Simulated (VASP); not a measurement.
# TiAl (P-6m2) in VASP: further runs, part 4 of 4

VASP 6.6.1. The steps go on from the part before.

## (6) Single point, PBEsol-based global hybrid with 25 % exact exchange

Contents of POSCAR:

```
TiAl
1.0
    2.8672622327      0.0000000000      0.0000000000
   -1.4336311163      2.4831219328      0.0000000000
    0.0000000000      0.0000000000      4.6780830000
Ti Al
1 1
Direct
    0.0000000000      0.0000000000      0.0000000000
    0.3333333333      0.6666666667      0.5000000000
```

Contents of INCAR.step1:

```
SYSTEM = TiAl
ALGO = Normal ; EDIFF = 1E-5
ENCUT = 520 ; GGA = PE
ISIF = 2 ; ISMEAR = -1
LASPH = .TRUE. ; LCHARG = .FALSE.
LREAL = .FALSE. ; LWAVE = .TRUE.
NBANDS = 14 ; NELM = 100
PREC = Accurate ; SIGMA = 0.05
```

Contents of INCAR.step2:

```
SYSTEM = TiAl
AEXX = 0.25 ; ALGO = Normal
EDIFF = 1E-6 ; ENCUT = 520
GGA = PS ; ISIF = 2
ISMEAR = -1 ; ISTART = 1
LASPH = .TRUE. ; LCHARG = .FALSE.
LHFCALC = .TRUE. ; LREAL = .FALSE.
LWAVE = .FALSE. ; NBANDS = 14
NELM = 100 ; PREC = Accurate
PRECFOCK = Normal ; SIGMA = 0.05
```

Contents of KPOINTS:

```
k-points
0
G
  6 6 3
  0 0 0
```

Potentials or basis: VASP PAW PBE potentials, release 64 (Ti_sv, Al).

Started as:

```bash
cat potpaw_PBE.64/Ti_sv/POTCAR potpaw_PBE.64/Al/POTCAR > POTCAR
cp INCAR.step1 INCAR
mpirun -np 1 vasp_std > vasp.out
cp INCAR.step2 INCAR
mpirun -np 1 vasp_std > vasp.out
```

OUTCAR:

```text
SYSTEM = TiAl
   AEXX = 0.25
   EDIFF = 1E-6
   ENCUT = 520
   GGA = PS
   ISIF = 2
   ISMEAR = -1
   ISTART = 1
   LASPH = .TRUE.
   LHFCALC = .TRUE.
   LREAL = .FALSE.
   NELM = 100
   PREC = Accurate
   PRECFOCK = Normal

 ion  position               nearest neighbor table
   1  0.000  0.000  0.000-   2 2.87   2 2.87   2 2.87   2 2.87   2 2.87   2 2.87
   2  0.333  0.667  0.500-   1 2.87   1 2.87   1 2.87   1 2.87   1 2.87   1 2.87

  LATTYP: Found a hexagonal cell.
 ALAT       =     2.8672622327
 C/A-ratio  =     1.6315504549

  Lattice vectors:

 A1 = (   2.8672622327,   0.0000000000,   0.0000000000)
 A2 = (  -1.4336311163,   2.4831219328,   0.0000000000)
 A3 = (   0.0000000000,   0.0000000000,   4.6780830000)

Analysis of symmetry for initial positions (statically):
=====================================================================
 Subroutine PRICEL returns:
 Original cell was already a primitive cell.

 Routine SETGRP: Setting up the symmetry group for a
 hexagonal supercell.

 Subroutine GETGRP returns: Found 12 space group operations
 (whereof 12 operations were pure point group operations)
 out of a pool of 24 trial point group operations.

The static configuration has the point symmetry D_3h.

Analysis of symmetry for dynamics (positions and initial velocities):
=====================================================================
 Subroutine PRICEL returns:
 Original cell was already a primitive cell.

 Routine SETGRP: Setting up the symmetry group for a
 hexagonal supercell.

 Subroutine GETGRP returns: Found 12 space group operations
 (whereof 12 operations were pure point group operations)
 out of a pool of 24 trial point group operations.

The dynamic configuration has the point symmetry D_3h.

 Subroutine INISYM returns: Found 12 space group operations
 (whereof 12 operations are pure point group operations),
 and found     1 'primitive' translations

----------------------------------------------------------------------------------------

                                     Primitive cell

  volume of cell :      33.3068

  direct lattice vectors                    reciprocal lattice vectors
     2.867262233  0.000000000  0.000000000     0.348764751  0.201359423  0.000000000
    -1.433631116  2.483121933  0.000000000     0.000000000  0.402718846  0.000000000
     0.000000000  0.000000000  4.678083000     0.000000000  0.000000000  0.213762774

  length of vectors
     2.867262233  2.867262233  4.678083000     0.402718846  0.402718846  0.213762774

  position of ions in fractional coordinates (direct lattice)
     0.000000000  0.000000000  0.000000000
     0.333333333  0.666666667  0.500000000

  ion indices of the primitive-cell ions
   primitive index   ion index
                 1           1
                 2           2

----------------------------------------------------------------------------------------

 KPOINTS: k-points

Automatic generation of k-mesh.
 Grid dimensions read from file:
[... 39 lines left out ...]
   dimension x,y,z NGX =    24 NGY =   24 NGZ =   36
   dimension x,y,z NGXF=    48 NGYF=   48 NGZF=   72
   ions per type =               1   1
   NGX,Y,Z   is equivalent  to a cutoff of  13.92, 13.92, 12.79 a.u.
   NGXF,Y,Z  is equivalent  to a cutoff of  27.83, 27.83, 25.59 a.u.
 SYSTEM =  TiAl
   PREC   = accura    normal or accurate (medium, high low for compatibility)
   ISTART =      1    job   : 0-new  1-cont  2-samecut
   ICHARG =      0    charge: 1-file 2-atom 10-const
   ISPIN  =      1    spin polarized calculation?
   LNONCOLLINEAR =      F non collinear calculations
   LSORBIT =      F    spin-orbit coupling
   LASPH  =      T    aspherical Exc in radial PAW
   ENCUT  =  520.0 eV  38.22 Ry    6.18 a.u.   5.33  5.33  8.70*2*pi/ulx,y,z
   NELM   =    100;   NELMIN=  2; NELMDL=  0     # of ELM steps
   EDIFF  = 0.1E-05   stopping-criterion for ELM
   LREAL  =      F    real-space projection
   EDIFFG = 0.1E-04   stopping-criterion for IOM
   NSW    =      0    number of steps for IOM
   IBRION =     -1    ionic relax: 0-MD 1-quasi-New 2-CG
   NFREE  =      0    steps in history (QN), initial steepest desc. (CG)
   ISIF   =      2    stress and relaxation
   ISYM   =      3    0-nonsym 1-usesym 2-fastsym
   POTIM  = 0.5000    time-step for ionic-motion
   TEBEG  =    0.0;   TEEND  =   0.0 temperature during run
   PSTRESS=    0.0 pullay stress
   NELECT =      15.0000    total number of electrons
   NUPDOWN=      -1.0000    fix difference up-down
   EMIN   =  10.00;   EMAX   =-10.00  energy-range for DOS
   EFERMI =   0.00;   METHOD = LEGACY
   ISMEAR =    -1;   SIGMA  =   0.05  broadening in eV -4-tet -1-fermi 0-gaus
   EFERMI_NEDOS =   21; number of points for ismear=-14 and -15
   IALGO  =     38    algorithm
   IMIX   =      1    mixing-type and parameters
     AMIX     =   0.40;   BMIX     =  1.00
     AMIX_MAG =   1.60;   BMIX_MAG =  1.00
  volume/ion in A,a.u.               =      16.65       112.38
  Fermi-wavevector in a.u.,A,eV,Ry     =   1.254857  2.371335 21.424622  1.574665
  Thomas-Fermi vector in A             =   2.388641
   LORBIT       =      0    0 simple, 1 ext, 2 COOP (PROOUT), +10 PAW based schemes
   GGA     = PS    functional components
   LHFCALC =     T    Hartree Fock is set to
   PRECFOCK=normal    Normal, Fast or Accurate (Low or Medium for compatibility)
   ENCUT4O =  -1.0   cutoff for four orbital integrals eV
   NKREDX  =     1    reduce k-point grid by
   NKREDY  =     1    reduce k-point grid by
   NKREDZ  =     1    reduce k-point grid by
   AEXX    =    0.2500 exact exchange contribution
   HFSCREEN=    0.0000 screening length (either q_TF or 0.3 A-1)
   HFSCREENC=   0.0000 screening length for correlation (either q_TF or 0.3 A-1)
   ENCUTFOCK=  -1.0 apply spherical cutoff to Coloumb kernel
   IVDW    =     0    specifies the selected vdW correction
   LEPSILON=     F    determine dielectric tensor
   LRPA    =     F    only Hartree local field effects (RPA)
 non-spin polarized calculation
  energy-cutoff  :      520.00
  volume of cell :       33.31
 maximum number of plane-waves:       917
 NGX is ok and might be reduce to    24
  NGX = 16; NGY = 16; NGZ = 28

 number of electron      15.0000001 magnetization

 Free energy of the ion-electron system (eV)
  ---------------------------------------------------
  ext. energy  EPLUGINS =         0.00000000
  ---------------------------------------------------
  free energy    TOTEN  =       -16.01398758 eV

  energy without entropy =      -16.01143101  energy(sigma->0) =      -16.01270930

 E-fermi :   7.6308     XC(G=0):  -8.6901

 val. band max:        7.5502105557   @ k =   0.1667   0.1667   0.0000
 cond. band min:       8.0823024028   @ k =   0.3333  -0.0000   0.3333
 fundamental gap:      0.5320918471
 Fermi energy:         7.6308032578

 k-point     1 :       0.0000    0.0000    0.0000
  band No.  band energies     occupation
      1     -53.9915      2.00000
      2     -28.7514      2.00000
      3     -28.2801      2.00000
      4     -28.2801      2.00000
      5      -2.9808      2.00000
      6       4.3394      2.00000
      7       4.9544      2.00000
      8      10.0135      0.00000
      9      10.0135      0.00000
     10      11.7931      0.00000
     11      11.7931      0.00000
     12      12.6568      0.00000
     13      22.1261      0.00000
     14      22.1261      0.00000
[... 207 lines left out ...]
      1     -53.8751      2.00000
      2     -28.7242      2.00000
      3     -28.7158      2.00000
      4     -28.6185      2.00000
      5       5.1869      2.00000
      6       5.2523      2.00000
      7       5.9601      2.00000
      8       6.4459      2.00000
      9       7.2518      1.99898
     10      10.6117      0.00000
     11      11.6625      0.00000
     12      12.6095      0.00000
     13      15.2647      0.00000
     14      15.7315      0.00000

------------------------ aborting loop because EDIFF is reached ----------------------------------------

  FORCE on cell =-STRESS in cart. coord.  units (eV):
  Direction    XX          YY          ZZ          XY          YZ          ZX
  --------------------------------------------------------------------------------------
  -------------------------------------------------------------------------------------
  Total       -0.6012645     -0.6012645     -1.1830050     -0.0000000     -0.0000000      0.0000000
  in kB      -28.9229616    -28.9229616    -56.9067508     -0.0000000     -0.0000000      0.0000000
  external PRESSURE =     -38.2508914 kB  Pullay stress =       0.0000000 kB

 VOLUME and BASIS-vectors are now :
 -----------------------------------------------------------------------------
  energy-cutoff  :      520.00
  volume of cell :       33.31
      direct lattice vectors                 reciprocal lattice vectors
     2.867262233  0.000000000  0.000000000     0.348764751  0.201359423  0.000000000
    -1.433631116  2.483121933  0.000000000     0.000000000  0.402718846  0.000000000
     0.000000000  0.000000000  4.678083000     0.000000000  0.000000000  0.213762774

 POSITION                                       TOTAL-FORCE (eV/Angst)
 -----------------------------------------------------------------------------------
      0.00000      0.00000      0.00000         0.000000      0.000000      0.000000
     -0.00000      1.65541      2.33904        -0.000000     -0.000000      0.000000
 -----------------------------------------------------------------------------------
    total drift:                               -0.000000     -0.000001     -0.000000

  FREE ENERGIE OF THE ION-ELECTRON SYSTEM (eV)
  ---------------------------------------------------
  free  energy   TOTEN  =       -16.0139875820 eV

  energy  without entropy=      -16.0114310103  energy(sigma->0) =      -16.01270930
```

Wall time 7.7 min (1 thread of Intel Xeon Platinum 8259CL at 2.50GHz (Skylake/Cascade Lake), shared host); peak memory 0.16 GiB.

Results:

```
Free energy            : -16.0140 eV
Pressure               : -3.8 GPa
Band gap on the k mesh : zero (an odd number of electrons rules out a gap without spin polarisation)
```

Stress tensor (GPa, compression positive):
```
-2.89  0.00  0.00
 0.00 -2.89  0.00
 0.00  0.00 -5.69
```

Caveat: the k points lie up to 0.45 Å⁻¹ apart, too coarse for converged energies and pressures of a metal; the PAW data sets were made with another functional, which shifts forces and pressure a little.

## (7) Summary

| task | level | cell | k mesh | cutoff (eV) | grid for exact exchange (PRECFOCK) | share of exact exchange | screening parameter | gap on the mesh (eV) | pressure (GPa) |
| --- | --- | --- | --- | --- | --- | --- | --- | --- | --- |
| relaxation of cell and atoms | BLYP | relaxed from a = 2.867, b = 2.867, c = 4.678 Å, angles 90.0, 90.0, 120.0°, 2 atoms | 11 × 11 × 6 | 600 | - | - | - | none | 0.0 |
| single point | PBEsol-based global hybrid with 25 % exact exchange | a = 2.850, b = 2.850, c = 4.598 Å, angles 90.0, 90.0, 120.0°, 2 atoms | 6 × 6 × 3 | 520 | Normal | 0.25 | - | none | -0.4 |
| single point | PBEsol-based screened hybrid with 25 % exact exchange | a = 2.855, b = 2.855, c = 4.597 Å, angles 90.0, 90.0, 120.0°, 2 atoms | 6 × 6 × 3 | 520 | Normal | 0.25 | 0.207 1/Å | none | -0.2 |
| single point | PBE0 | a = 2.869, b = 2.869, c = 4.623 Å, angles 90.0, 90.0, 120.0°, 2 atoms | 6 × 6 × 3 | 520 | Normal | 0.25 | - | none | -0.3 |
| single point | PBEsol-based global hybrid with 25 % exact exchange | a = 2.867, b = 2.867, c = 4.678 Å, angles 90.0, 90.0, 120.0°, 2 atoms | 6 × 6 × 3 | 520 | Normal | 0.25 | - | none | -3.8 |

Alike in all rows: potentials or basis VASP PAW PBE potentials, release 64 (Ti_sv, Al); no spin polarisation; smearing fermi-dirac 0.05 eV.

Caveats: some runs use coarse meshes; the PAW data sets were made with another functional, which shifts forces and pressure a little.

Absolute energies hang on the potentials; compare differences alone.
